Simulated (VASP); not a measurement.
Here is a VASP 6.6.1 calculation.

Contents of INCAR:

```
SYSTEM = Sn
PREC = Accurate ; ENCUT = 520
EDIFF = 1E-7 ; ISMEAR = 1
SIGMA = 0.15 ; LREAL = .FALSE.
LASPH = .TRUE. ; NELM = 60
ALGO = Normal ; ISIF = 2
LWAVE = .FALSE. ; LCHARG = .FALSE.
GGA = PS ; NBANDS = 13
```

Contents of KPOINTS:

```
Automatic mesh
0
G
  14 14 14
  0 0 0
```

The input POSCAR:

```
Sn
1.0
   -1.7150287400      1.7637100200      2.3698344669
    1.7150287400     -1.7637100200      2.3698344669
    1.7150287400      1.7637100200     -2.3698344669
Sn
1
Direct
    0.0000000000      0.0000000000      0.0000000000
```

Potentials or basis: VASP PAW PBE potentials, release 64 (Sn_d).

Command:

```bash
$ cat potpaw_PBE.64/Sn_d/POTCAR > POTCAR
$ mpirun -np 1 vasp_std > vasp.out
```

Task: Predict the band gap on the k mesh.

Result: Zero (bands 7 and 8 overlap by 8.84 eV).

Task: Predict the pressure.

Result: -3.5 GPa.

Stress tensor (GPa, compression positive):
```
-3.40  0.00  0.00
 0.00 -3.39  0.00
 0.00  0.00 -3.74
```

Caveat: the cell stands under tension; the PAW data sets were made with another functional, which shifts forces and pressure a little; spin-orbit coupling is left out, which moves the levels of the heavy elements.
